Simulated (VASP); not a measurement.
# HPbNO4 (P1) in VASP: further runs

HPbNO4 is run at these levels: PBEsol+D3(BJ), revPBE, r2SCAN, PBEsol; tasks: single point, relaxation of cell and atoms.

Program: VASP 6.6.1. These are calculated values, not measurements. Logs are shortened: lines on timing, memory, paths and dates and some standing lists are left out, and cuts for length are marked.

## Step 1: The cell of the first run

The typed cell holds 7 atoms: a = 4.125 Å, b = 4.224 Å, c = 6.640 Å, α = 72.81°, β = 72.16°, γ = 61.72°.

## Step 2: Single point, PBEsol+D3(BJ)

INCAR

```
SYSTEM = HPbNO4
ALGO = Normal
EDIFF = 1E-6
ENCUT = 520
GGA = PS
ISIF = 2
ISMEAR = -1
IVDW = 12
LASPH = .True.
LCHARG = .False.
LREAL = .False.
LWAVE = .False.
NBANDS = 31
NELM = 80
PREC = Accurate
SIGMA = 0.05
```

KPOINTS

```
k-points
0
Gamma
  5 5 3
  0 0 0
```

POSCAR

```
HPbNO4
1.0
    4.1194671486      0.1186707178      0.1719336361
    1.8909651185      3.7761924238      0.0945272471
    1.7405348057      1.1655081832      6.3008180496
H Pb N O
1 1 1 4
Direct
    0.9004083959      0.6767371514      0.6171790266
    0.1379715782      0.9398874015      0.8829602111
    0.2550567207      0.2872908684      0.3065414828
    0.8342395242      0.6515374269      0.7761350547
    0.3862916602      0.2197790913      0.1159353679
    0.3117993887      0.0283761867      0.4611931616
    0.0729627322      0.6121918739      0.3315556953
```

Potentials or basis: VASP PAW PBE potentials, release 64 (H, Pb_d, N, O).

Run with:

```bash
cat potpaw_PBE.64/H/POTCAR potpaw_PBE.64/Pb_d/POTCAR potpaw_PBE.64/N/POTCAR potpaw_PBE.64/O/POTCAR > POTCAR
mpirun -np 1 vasp_std > vasp.out
```

OUTCAR:

```text
SYSTEM = HPbNO4
   EDIFF = 1E-6
   ENCUT = 520
   GGA = PS
   ISIF = 2
   ISMEAR = -1
   IVDW = 12
   LASPH = .True.
   LREAL = .False.
   NELM = 80
   PREC = Accurate
 IVDW          = 12

 ion  position               nearest neighbor table
   1  0.900  0.677  0.617-   4 0.99
   2  0.138  0.940  0.883-   4 2.46   4 2.49   4 2.61   6 2.63   5 2.82   5 2.84   5 2.84   7 2.88

   3  0.255  0.287  0.307-   6 1.24   7 1.25   5 1.27
   4  0.834  0.652  0.776-   1 0.99   2 2.46   2 2.49   2 2.61
   5  0.386  0.220  0.116-   3 1.27   2 2.82   2 2.84   2 2.84
   6  0.312  0.028  0.461-   3 1.24   2 2.63
   7  0.073  0.612  0.332-   3 1.25   2 2.88

  Warning from LATTYP: Got some problem with cell dimensions!
  Tried to take original basis but could not verify dimensions!
  LATTYP: Found a triclinic cell.
 ALAT       =     4.1247610237
 B/A-ratio  =     1.0385213587
 C/A-ratio  =     1.6097642858
 COS(alpha) =     0.0036436897
 COS(beta)  =     0.3064013017
 COS(gamma) =     0.4957545896

  Lattice vectors:

 A1 = (  -4.1194671486,  -0.1186707178,  -0.1719336361)
 A2 = (  -2.2285020301,   3.6575217060,  -0.0774063890)
 A3 = (  -1.7405348057,  -1.1655081832,  -6.3008180496)

Analysis of symmetry for initial positions (statically):
=====================================================================
 Subroutine PRICEL returns:
 Original cell was already a primitive cell.

 Routine SETGRP: Setting up the symmetry group for a
 triclinic supercell.

 Subroutine GETGRP returns: Found  1 space group operations
 (whereof  1 operations were pure point group operations)
 out of a pool of  2 trial point group operations.

The static configuration has the point symmetry C_1 .

Analysis of symmetry for dynamics (positions and initial velocities):
=====================================================================
 Subroutine PRICEL returns:
 Original cell was already a primitive cell.

 Routine SETGRP: Setting up the symmetry group for a
 triclinic supercell.

 Subroutine GETGRP returns: Found  1 space group operations
 (whereof  1 operations were pure point group operations)
 out of a pool of  2 trial point group operations.

The dynamic configuration has the point symmetry C_1 .

 Subroutine INISYM returns: Found  1 space group operations
[... 105 lines left out ...]
   ENCUT  =  520.0 eV  38.22 Ry    6.18 a.u.   7.67  7.85 12.35*2*pi/ulx,y,z
   NELM   =     80;   NELMIN=  2; NELMDL= -5     # of ELM steps
   EDIFF  = 0.1E-05   stopping-criterion for ELM
   LREAL  =      F    real-space projection
   EDIFFG = 0.1E-04   stopping-criterion for IOM
   NSW    =      0    number of steps for IOM
   IBRION =     -1    ionic relax: 0-MD 1-quasi-New 2-CG
   NFREE  =      0    steps in history (QN), initial steepest desc. (CG)
   ISIF   =      2    stress and relaxation
   ISYM   =      2    0-nonsym 1-usesym 2-fastsym
   POTIM  = 0.5000    time-step for ionic-motion
   TEBEG  =    0.0;   TEEND  =   0.0 temperature during run
   PSTRESS=    0.0 pullay stress
   NELECT =      44.0000    total number of electrons
   NUPDOWN=      -1.0000    fix difference up-down
   EMIN   =  10.00;   EMAX   =-10.00  energy-range for DOS
   EFERMI =   0.00;   METHOD = LEGACY
   ISMEAR =    -1;   SIGMA  =   0.05  broadening in eV -4-tet -1-fermi 0-gaus
   EFERMI_NEDOS =   21; number of points for ismear=-14 and -15
   IALGO  =     38    algorithm
   IMIX   =      4    mixing-type and parameters
     AMIX     =   0.40;   BMIX     =  1.00
     AMIX_MAG =   1.60;   BMIX_MAG =  1.00
  volume/ion in A,a.u.               =      13.63        91.99
  Fermi-wavevector in a.u.,A,eV,Ry     =   1.264793  2.390112 21.765248  1.599701
  Thomas-Fermi vector in A             =   2.398079
   LORBIT       =      0    0 simple, 1 ext, 2 COOP (PROOUT), +10 PAW based schemes
   GGA     = PS    functional components
   LHFCALC =     F    Hartree Fock is set to
   AEXX    =    0.0000 exact exchange contribution
   IVDW    =    12    specifies the selected vdW correction
   LEPSILON=     F    determine dielectric tensor
   LRPA    =     F    only Hartree local field effects (RPA)
 non-spin polarized calculation
  energy-cutoff  :      520.00
  volume of cell :       95.42
 maximum number of plane-waves:      2589
   NGX = 15   NGY = 15   NGZ = 25

 number of electron      43.9999996 magnetization

 Free energy of the ion-electron system (eV)
  ---------------------------------------------------
  ext. energy  EPLUGINS =         0.00000000
  ---------------------------------------------------
  free energy    TOTEN  =       -42.29170873 eV

  energy without entropy =      -42.29170873  energy(sigma->0) =      -42.29170873

 E-fermi :   2.5268     XC(G=0):  -9.1155

 val. band max:        1.3178382137   @ k =   0.2000  -0.4000   0.3333
 cond. band min:       4.0600404906   @ k =  -0.2000   0.4000   0.3333
 fundamental gap:      2.7422022770
 Fermi energy:         2.5268001657

 k-point     1 :       0.0000    0.0000    0.0000
  band No.  band energies     occupation
      1     -24.9509      2.00000
      2     -19.4243      2.00000
      3     -19.1328      2.00000
      4     -16.3677      2.00000
      5     -13.8653      2.00000
      6     -13.8520      2.00000
[... 805 lines left out ...]
     30      12.0729      0.00000
     31      13.5541      0.00000

 [... further k-points ...]

------------------------ aborting loop because EDIFF is reached ----------------------------------------

 Edisp (eV)   -0.61696

 E8    (eV) :    -0.3571

  FORCE on cell =-STRESS in cart. coord.  units (eV):
  Direction    XX          YY          ZZ          XY          YZ          ZX
  --------------------------------------------------------------------------------------
  -------------------------------------------------------------------------------------
  Total      -0.13747     0.80411     0.82049    -0.05678    -0.08098    -0.03179
  in kB      -2.30840    13.50223    13.77739    -0.95337    -1.35970    -0.53382
  external pressure =        8.32 kB  Pullay stress =        0.00 kB

 VOLUME and BASIS-vectors are now :
 -----------------------------------------------------------------------------
  energy-cutoff  :      520.00
  volume of cell :       95.42
      direct lattice vectors                 reciprocal lattice vectors
     4.119467149  0.118670718  0.171933636     0.248208311 -0.123146603 -0.045785615
     1.890965119  3.776192424  0.094527247    -0.005736304  0.268894957 -0.048154864
     1.740534806  1.165508183  6.300818050    -0.006686929 -0.000673699  0.160681363

 POSITION                                       TOTAL-FORCE (eV/Angst)
 -----------------------------------------------------------------------------------
      6.06311      3.38167      4.10751         0.002547     -0.011094     -0.124340
      3.88249      4.59467      5.67594        -0.002578      0.001018      0.012377
      2.12750      1.47241      2.00247         0.005549     -0.050764     -0.104856
      6.01955      3.46392      5.09531        -0.000644      0.008498      0.100245
      2.20870      1.01089      0.81768         0.027770     -0.143977     -0.381137
      2.14083      0.68168      2.96219         0.005566     -0.334761      0.424518
      2.03529      2.70684      2.15949        -0.038210      0.531080      0.073193
 -----------------------------------------------------------------------------------
    total drift:                               -0.000629     -0.000537     -0.000142

  FREE ENERGIE OF THE ION-ELECTRON SYSTEM (eV)
  ---------------------------------------------------
  free  energy   TOTEN  =       -42.9086711163 eV

  energy  without entropy=      -42.9086711163  energy(sigma->0) =      -42.90867112
```

OSZICAR:

```text
N       E                     dE             d eps       ncg     rms          rms(c)
DAV:   1     0.475917853554E+03    0.47592E+03   -0.21847E+04  2356   0.153E+03
DAV:   2     0.119951418097E+02   -0.46392E+03   -0.42965E+03  2611   0.421E+02
DAV:   3    -0.445018303351E+02   -0.56497E+02   -0.55247E+02  2947   0.157E+02
DAV:   4    -0.466928078286E+02   -0.21910E+01   -0.21806E+01  2809   0.335E+01
DAV:   5    -0.467850990110E+02   -0.92291E-01   -0.92259E-01  3273   0.675E+00    0.142E+01
DAV:   6    -0.424155517427E+02    0.43695E+01   -0.15296E+01  3649   0.284E+01    0.573E+00
DAV:   7    -0.423420386074E+02    0.73513E-01   -0.16127E+00  2713   0.758E+00    0.344E+00
DAV:   8    -0.422995001856E+02    0.42538E-01   -0.39892E-01  3112   0.437E+00    0.959E-01
DAV:   9    -0.422886535279E+02    0.10847E-01   -0.65013E-02  3353   0.203E+00    0.349E-01
DAV:  10    -0.422905768491E+02   -0.19233E-02   -0.10950E-02  3184   0.729E-01    0.163E-01
DAV:  11    -0.422913270367E+02   -0.75019E-03   -0.12426E-03  3018   0.291E-01    0.597E-02
DAV:  12    -0.422916230550E+02   -0.29602E-03   -0.36394E-04  3050   0.129E-01    0.209E-02
DAV:  13    -0.422916903610E+02   -0.67306E-04   -0.59274E-05  2720   0.497E-02    0.101E-02
DAV:  14    -0.422917070426E+02   -0.16682E-04   -0.19749E-05  3038   0.281E-02    0.663E-03
DAV:  15    -0.422917082743E+02   -0.12317E-05   -0.22036E-06  2495   0.119E-02    0.282E-03
DAV:  16    -0.422917087290E+02   -0.45470E-06   -0.12407E-06  2209   0.750E-03
   1 F= -.42908671E+02 E0= -.42908671E+02  d E =-.112946E-10
```

stdout:

```text
POSCAR found type information on POSCAR H PbN O
 POSCAR found :  4 types and       7 ions
 scaLAPACK will be used
 -----------------------------------------------------------------------------
|                                                                             |
|                                                                             |
|     You enforced a specific xc type in the INCAR file but a different       |
|     I HOPE YOU KNOW WHAT YOU ARE DOING!                                     |
|                                                                             |
 -----------------------------------------------------------------------------

 LDA part: xc-table for (Slater+PW92), standard interpolation
 POSCAR, INCAR and KPOINTS ok, starting setup
 FFT: planning ... GRIDC
 FFT: planning ... GRID_SOFT
 FFT: planning ... GRID
 WAVECAR not read
 entering main loop
```

It took 51 s on 1 thread of Intel Xeon 6975P-C (Granite Rapids), shared host; peak memory 0.28 GiB.

Results:

| Quantity | Value |
| --- | --- |
| Free energy | -42.9087 eV |
| Pressure | 0.8 GPa |
| Largest force | 0.541 eV/Å |
| Band gap on the k mesh | 2.74 eV |
| Dispersion energy per atom | -0.088 eV |

Forces in eV/Å, atoms in the order of the input:
```
H    0.003 -0.011 -0.124
Pb  -0.003  0.001  0.012
N    0.006 -0.051 -0.105
O   -0.001  0.008  0.100
O    0.028 -0.144 -0.381
O    0.006 -0.335  0.425
O   -0.038  0.531  0.073
```

Stress tensor (GPa, compression positive):
```
-0.23 -0.10 -0.05
-0.10  1.35 -0.14
-0.05 -0.14  1.38
```

Levels at points of the mesh, in eV from the valence-band top:
| k point | band 20 | band 21 | band 22 | band 23 | band 24 | band 25 |
| --- | --- | --- | --- | --- | --- | --- |
| (0.00, 0.00, 0.00) | -1.60 | -1.54 | -0.84 | 3.58 | 4.24 | 5.67 |

Caveat: the standard files for N, O and F lose accuracy on very short bonds; the PAW data sets were made with another functional, which shifts forces and pressure a little; spin-orbit coupling is left out, which moves the levels of the heavy elements. A k mesh can miss the band edges.

(Part 1 of 2 ends here.)
